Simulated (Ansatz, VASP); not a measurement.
## One calculation of K, two programs

The input INCAR:

```
ALGO = Normal
EDIFF = 1E-6
ENCUT = 500
GGA = PS
GGA_COMPAT = F
ISIF = 2
ISMEAR = 0
LASPH = T
LCHARG = F
LREAL = F
LWAVE = F
NBANDS = 16
NELM = 120
PREC = Accurate
SIGMA = 0.05
```

Contents of KPOINTS:

```
k-points
0
Gamma
  8 8 8
```

The input POSCAR:

```
K
1.0
    0.0000000000     -4.4162180942      0.0000000000
    4.4162180942      0.0000000000      0.0000000000
   -2.2081090471      2.2081090471      8.0458679461
K
2
Direct
    0.2500000000      0.7500000000      0.5000000000
    0.5000000000      0.5000000000      0.0000000000
```

Input for Ansatz:

```yaml
crystal:
  lattice:
    - [0.0, -4.4162180942, 0.0]
    - [4.4162180942, 0.0, 0.0]
    - [-2.2081090471, 2.2081090471, 8.0458679461]
  atoms:
    - { symbol: K, position: [0.25, 0.75, 0.5] }
    - { symbol: K, position: [0.5, 0.5, 0.0] }
basis:
  ecutwfc: 420
  fft_grid_basis: typed
kpoints:
  mp_grid: { grid: [8, 8, 8] }
hamiltonian:
  xc: pbesol
  pseudopotentials: { kind: paw }
scf:
  occupations: { method: gaussian, width: 0.05 }
output:
  forces: true
  stress: true
  eigenvalues: true
  bader: true
  write_density: true
  volumetric_format: npy
```

Alike in both runs: task single point; functional PBEsol; k mesh 8 × 8 × 8; occupations gaussian, width 0.05 eV; no spin polarisation.

```csv
,VASP,Ansatz
version,VASP 6.6.1,Ansatz 0.2.0
potentials or method,"VASP PAW PBE potentials, release 64 (K_sv), cutoff 500 eV","scalar-relativistic, plane waves, PAW"
valence electrons in the cell,18,18
```

```csv
,VASP,Ansatz,Ansatz less VASP
gap on the k mesh at the Fermi level (eV),none,none,-
pressure (GPa),-0.2,-0.2,+0.01
```

VASP's potentials were made for PBE, not for PBEsol. A gap of «none» marks a metal or a gap that the smearing closes.
